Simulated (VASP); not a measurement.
# Mo3S in VASP: single point with PBE

Aim: the single point of Mo3S with PBE.

Program: VASP 6.6.1. These are calculated values, not measurements. Logs are shortened: lines on timing, memory, paths and dates and some standing lists are left out, and cuts for length are marked.

**1. The cell of the first run**

The cell holds a slab with vacuum, 4 atoms: a = 2.737 Å, b = 2.737 Å, c = 19.808 Å, α = 90.00°, β = 90.00°, γ = 109.47°.

**2. Single point, PBE**

INCAR reads:

```
  PREC = Accurate
  ENCUT = 520
  EDIFF = 1E-6
  ISMEAR = 0
  SIGMA = 0.1
  LREAL = False
  LASPH = True
  NELM = 80
  ALGO = Normal
  ISIF = 2
  LWAVE = False
  LCHARG = True
  LDIPOL = True
  IDIPOL = 3
  DIPOL = 0.5 0.5 0.361
  GGA = PE
  LELF = True
  LVHAR = True
  LVACPOTAV = True
  NBANDS = 32
```

KPOINTS reads:

```
regular mesh
0
Gamma
  10 10 1
```

POSCAR reads:

```
Mo3S
1.0
    2.7370454664      0.0000000000      0.0000000000
   -0.9123484888      2.5805112129      0.0000000000
    0.0000000000      0.0000000000     19.8082440452
Mo S
3 1
Direct
    0.5000000000      0.5000000000      0.2019361227
    0.0000000000      0.0000000000      0.3106875856
    0.5000000000      0.5000000000      0.4194336472
    0.6666666667      1.0000000000      0.5130211106
```

Potentials or basis: VASP PAW PBE potentials, release 64 (Mo_sv, S).

Command:

```
> cat potpaw_PBE.64/Mo_sv/POTCAR potpaw_PBE.64/S/POTCAR > POTCAR
> mpirun -np 1 vasp_std > vasp.out
```

OUTCAR:

```text
PREC = Accurate
   ENCUT = 520
   EDIFF = 1E-6
   ISMEAR = 0
   LREAL = False
   LASPH = True
   NELM = 80
   ISIF = 2
   GGA = PE

 ion  position               nearest neighbor table
   1  0.500  0.500  0.202-   2 2.67   2 2.67   2 3.10   2 3.10
   2  0.000  0.000  0.311-   3 2.67   3 2.67   1 2.67   1 2.67   3 3.10   3 3.10   1 3.10   1 3.10

   3  0.500  0.500  0.419-   4 2.26   4 2.44   2 2.67   2 2.67   4 2.90   2 3.10   2 3.10
   4  0.667  0.000  0.513-   3 2.26   3 2.44   3 2.90

  LATTYP: Found a base centered orthorhombic cell.
 ALAT       =     3.1604678736
 B/A-ratio  =     1.4142135624
 C/A-ratio  =     6.2675036854

  Lattice vectors:

 A1 = (   2.7370454664,   0.0000000000,   0.0000000000)
 A2 = (  -0.9123484888,   2.5805112129,   0.0000000000)
 A3 = (   0.0000000000,   0.0000000000,  19.8082440452)

Analysis of symmetry for initial positions (statically):
=====================================================================
 Subroutine PRICEL returns:
 Original cell was already a primitive cell.

 Routine SETGRP: Setting up the symmetry group for a
 base centered orthorhombic supercell.

 Subroutine GETGRP returns: Found  1 space group operations
 (whereof  1 operations were pure point group operations)
 out of a pool of  8 trial point group operations.

The static configuration has the point symmetry C_1 .

Analysis of symmetry for dynamics (positions and initial velocities):
=====================================================================
 Subroutine PRICEL returns:
 Original cell was already a primitive cell.

 Routine SETGRP: Setting up the symmetry group for a
 base centered orthorhombic supercell.

 Subroutine GETGRP returns: Found  1 space group operations
 (whereof  1 operations were pure point group operations)
 out of a pool of  8 trial point group operations.

The dynamic configuration has the point symmetry C_1 .

 Subroutine INISYM returns: Found  1 space group operations
 (whereof  1 operations are pure point group operations),
 and found     1 'primitive' translations

----------------------------------------------------------------------------------------

                                     Primitive cell

  volume of cell :     139.9052

  direct lattice vectors                    reciprocal lattice vectors
     2.737045466  0.000000000  0.000000000     0.365357467  0.129173371  0.000000000
    -0.912348489  2.580511213  0.000000000     0.000000000  0.387520114  0.000000000
     0.000000000  0.000000000 19.808244045     0.000000000  0.000000000  0.050484031

  length of vectors
     2.737045466  2.737045466 19.808244045     0.387520114  0.387520114  0.050484031

  position of ions in fractional coordinates (direct lattice)
     0.500000000  0.500000000  0.201936123
     0.000000000  0.000000000  0.310687586
     0.500000000  0.500000000  0.419433647
     0.666666667  0.000000000  0.513021111

  ion indices of the primitive-cell ions
   primitive index   ion index
                 1           1
                 2           2
                 3           3
                 4           4

----------------------------------------------------------------------------------------

 KPOINTS: regular mesh

Automatic generation of k-mesh.
 Grid dimensions read from file:
 generate k-points for:   10   10    1

 Generating k-lattice:

  Cartesian coordinates                     Fractional coordinates (reciprocal lattice)
     0.036535747  0.012917337  0.000000000     0.100000000 -0.000000000  0.000000000
     0.000000000  0.038752011  0.000000000     0.000000000  0.100000000  0.000000000
     0.000000000  0.000000000  0.050484031     0.000000000  0.000000000  1.000000000

  Length of vectors
     0.038752011  0.038752011  0.050484031

  Shift w.r.t. Gamma in fractional coordinates (k-lattice)
     0.000000000  0.000000000  0.000000000

 Subroutine IBZKPT returns following result:
 ===========================================

 Found     52 irreducible k-points:

 Following reciprocal coordinates:
            Coordinates               Weight
  0.000000  0.000000  0.000000      1.000000
  0.100000  0.000000  0.000000      2.000000
  0.000000  0.100000  0.000000      2.000000
  0.200000  0.000000  0.000000      2.000000
  0.000000  0.200000  0.000000      2.000000
  0.300000 -0.000000  0.000000      2.000000
[... 16 lines left out ...]
 -0.300000  0.100000  0.000000      2.000000
  0.100000 -0.300000  0.000000      2.000000
 [... further k-points ...]
   k-points           NKPTS =     52   k-points in BZ     NKDIM =     52   number of bands    NBANDS=     32
   number of dos      NEDOS =    301   number of ions     NIONS =      4
   total plane-waves  NPLWV =  60000
   dimension x,y,z NGX =    20 NGY =   20 NGZ =  150
   dimension x,y,z NGXF=    40 NGYF=   40 NGZF=  300
   ions per type =               3   1
   NGX,Y,Z   is equivalent  to a cutoff of  12.15, 12.15, 12.59 a.u.
   NGXF,Y,Z  is equivalent  to a cutoff of  24.30, 24.30, 25.18 a.u.
 SYSTEM =  unknown system
   PREC   = accura    normal or accurate (medium, high low for compatibility)
   ISTART =      0    job   : 0-new  1-cont  2-samecut
   ICHARG =      2    charge: 1-file 2-atom 10-const
   ISPIN  =      1    spin polarized calculation?
   LNONCOLLINEAR =      F non collinear calculations
   LSORBIT =      F    spin-orbit coupling
   LASPH  =      T    aspherical Exc in radial PAW
   ENCUT  =  520.0 eV  38.22 Ry    6.18 a.u.   5.09  5.09 36.83*2*pi/ulx,y,z
   NELM   =     80;   NELMIN=  2; NELMDL= -5     # of ELM steps
   EDIFF  = 0.1E-05   stopping-criterion for ELM
   LREAL  =      F    real-space projection
   EDIFFG = 0.1E-04   stopping-criterion for IOM
   NSW    =      0    number of steps for IOM
   IBRION =     -1    ionic relax: 0-MD 1-quasi-New 2-CG
   NFREE  =      0    steps in history (QN), initial steepest desc. (CG)
   ISIF   =      2    stress and relaxation
   ISYM   =      2    0-nonsym 1-usesym 2-fastsym
   POTIM  = 0.5000    time-step for ionic-motion
   TEBEG  =    0.0;   TEEND  =   0.0 temperature during run
   PSTRESS=    0.0 pullay stress
   NELECT =      48.0000    total number of electrons
   NUPDOWN=      -1.0000    fix difference up-down
   EMIN   =  10.00;   EMAX   =-10.00  energy-range for DOS
   EFERMI =   0.00;   METHOD = LEGACY
   ISMEAR =     0;   SIGMA  =   0.10  broadening in eV -4-tet -1-fermi 0-gaus
   EFERMI_NEDOS =   21; number of points for ismear=-14 and -15
   IALGO  =     38    algorithm
   IMIX   =      4    mixing-type and parameters
     AMIX     =   0.40;   BMIX     =  1.00
     AMIX_MAG =   1.60;   BMIX_MAG =  1.00
  volume/ion in A,a.u.               =      34.98       236.03
  Fermi-wavevector in a.u.,A,eV,Ry     =   1.146069  2.165756 17.870892  1.313474
  Thomas-Fermi vector in A             =   2.282755
   LORBIT       =      0    0 simple, 1 ext, 2 COOP (PROOUT), +10 PAW based schemes
   GGA     = PE    functional components
   LHFCALC =     F    Hartree Fock is set to
   AEXX    =    0.0000 exact exchange contribution
   IVDW    =     0    specifies the selected vdW correction
   LEPSILON=     F    determine dielectric tensor
   LRPA    =     F    only Hartree local field effects (RPA)
 non-spin polarized calculation
 Gauss-broadening in eV      SIGMA  =   0.10
  energy-cutoff  :      520.00
  volume of cell :      139.91
 maximum number of plane-waves:      3806
   NGX = 11   NGY = 11   NGZ = 73

 dipolmoment           0.000000      0.000000     -0.001869 electrons x Angstroem

 number of electron      47.9999994 magnetization

 dipolmoment           0.000000      0.000000      0.007228 electrons x Angstroem

 Free energy of the ion-electron system (eV)
  ---------------------------------------------------
  ext. energy  EPLUGINS =         0.00000000
  ---------------------------------------------------
  free energy    TOTEN  =       -35.41375251 eV

  energy without entropy =      -35.39010095  energy(sigma->0) =      -35.40192673

 E-fermi :   2.5402     XC(G=0):  -6.4669

 val. band max:        2.5384897870   @ k =   0.2000   0.3000   0.0000
 cond. band min:       2.5438669303   @ k =  -0.2000   0.2000   0.0000
 fundamental gap:      0.0053771433
 Fermi energy:         2.5401615867

 k-point     1 :       0.0000    0.0000    0.0000
  band No.  band energies     occupation
      1     -58.7319      2.00000
      2     -58.5804      2.00000
      3     -58.4161      2.00000
      4     -33.3128      2.00000
      5     -32.7556      2.00000
      6     -32.4863      2.00000
[... 24 lines left out ...]
     31       4.6854      0.00000
     32       5.0902      0.00000

 k-point     2 :       0.1000    0.0000    0.0000
  band No.  band energies     occupation
      1     -58.7149      2.00000
      2     -58.5693      2.00000
      3     -58.4077      2.00000
      4     -33.2836      2.00000
      5     -32.7909      2.00000
      6     -32.5064      2.00000
[... 24 lines left out ...]
     31       4.6552      0.00000
     32       4.9617      0.00000

 k-point     3 :       0.0000    0.1000    0.0000
  band No.  band energies     occupation
      1     -58.7148      2.00000
      2     -58.5692      2.00000
      3     -58.4077      2.00000
      4     -33.2824      2.00000
      5     -32.7916      2.00000
      6     -32.5044      2.00000
[... 24 lines left out ...]
     31       4.8586      0.00000
     32       5.1050      0.00000

 k-point     4 :       0.2000    0.0000    0.0000
  band No.  band energies     occupation
      1     -58.6692      2.00000
      2     -58.5410      2.00000
      3     -58.3859      2.00000
      4     -33.2124      2.00000
      5     -32.9130      2.00000
      6     -32.6372      2.00000
[... 654 lines left out ...]
     31       6.0260      0.00000
     32       6.2241      0.00000

 k-point    23 :      -0.3000    0.1000    0.0000
  band No.  band energies     occupation
      1     -58.6179      2.00000
      2     -58.4991      2.00000
      3     -58.3471      2.00000
      4     -33.1692      2.00000
      5     -33.0241      2.00000
      6     -32.8226      2.00000
[... 24 lines left out ...]
     31       5.0892      0.00000
     32       5.7151      0.00000

 k-point    24 :       0.1000   -0.3000    0.0000
  band No.  band energies     occupation
      1     -58.6172      2.00000
      2     -58.4986      2.00000
      3     -58.3472      2.00000
      4     -33.1631      2.00000
      5     -33.0300      2.00000
      6     -32.8335      2.00000
[... 24 lines left out ...]
     31       4.8525      0.00000
     32       5.3813      0.00000

 [... further k-points ...]
[... 5 lines left out ...]
  --------------------------------------------------------------------------------------
  -------------------------------------------------------------------------------------
  Total        2.7321249      4.8499624      1.6479974     -1.5628304      2.4554699      0.5809262
  in kB       31.2879708     55.5411942     18.8726705    -17.8973479     28.1197501      6.6526984
  external PRESSURE =      35.2339452 kB  Pullay stress =       0.0000000 kB

 VOLUME and BASIS-vectors are now :
 -----------------------------------------------------------------------------
  energy-cutoff  :      520.00
  volume of cell :      139.91
      direct lattice vectors                 reciprocal lattice vectors
     2.737045466  0.000000000  0.000000000     0.365357467  0.129173371  0.000000000
    -0.912348489  2.580511213  0.000000000     0.000000000  0.387520114  0.000000000
     0.000000000  0.000000000 19.808244045     0.000000000  0.000000000  0.050484031

 POSITION                                       TOTAL-FORCE (eV/Angst)
 -----------------------------------------------------------------------------------
      0.91235      1.29026      4.00000         0.039007      0.098812      0.028377
      0.00000      0.00000      6.15418        -0.251425     -0.272486     -0.840793
      0.91235      1.29026      8.30824         0.100375     -1.063835      0.820052
      1.82470      0.00000     10.16205         0.112043      1.237508     -0.007636
 -----------------------------------------------------------------------------------
    total drift:                               -0.000010      0.000030      0.000065

  FREE ENERGIE OF THE ION-ELECTRON SYSTEM (eV)
  ---------------------------------------------------
  free  energy   TOTEN  =       -35.4137525066 eV

  energy  without entropy=      -35.3901009473  energy(sigma->0) =      -35.40192673

 vacuum level on the upper side and lower side of the slab         7.346         7.160
```

Wall time 11 min (1 thread of AMD EPYC 7R13 (Zen 3), shared host); peak memory 0.31 GiB.

What came out:

```
Free energy            : -35.4138 eV
Largest force          : 1.347 eV/Å
Band gap on the k mesh : zero (band 24 reaches 3.80 eV, above the bottom of band 25 at 2.17 eV)
```

Forces in eV/Å, atoms in the order of the input:
```
Mo   0.039  0.099  0.028
Mo  -0.251 -0.272 -0.841
Mo   0.100 -1.064  0.820
S    0.112  1.238 -0.008
```

Levels at points of the mesh, in eV from the Fermi level:
| k point | band 20 | band 21 | band 22 | band 23 | band 24 | band 25 | band 26 | band 27 | band 28 | band 29 |
| --- | --- | --- | --- | --- | --- | --- | --- | --- | --- | --- |
| (0.00, 0.00, 0.00) | -1.57 | -1.41 | -1.22 | -1.12 | -0.11 | 0.46 | 0.95 | 1.13 | 1.33 | 1.67 |
| (0.50, 0.00, 0.00) | -2.64 | -1.81 | -0.80 | -0.73 | 0.82 | 1.46 | 1.66 | 1.88 | 2.28 | 2.55 |
| (0.00, 0.50, 0.00) | -3.00 | -1.40 | -0.85 | -0.06 | 1.26 | 1.34 | 1.65 | 1.83 | 2.28 | 2.52 |
| (0.50, 0.50, 0.00) | -2.92 | -2.17 | -1.37 | -0.51 | 0.98 | 1.36 | 1.55 | 2.40 | 3.00 | 3.88 |
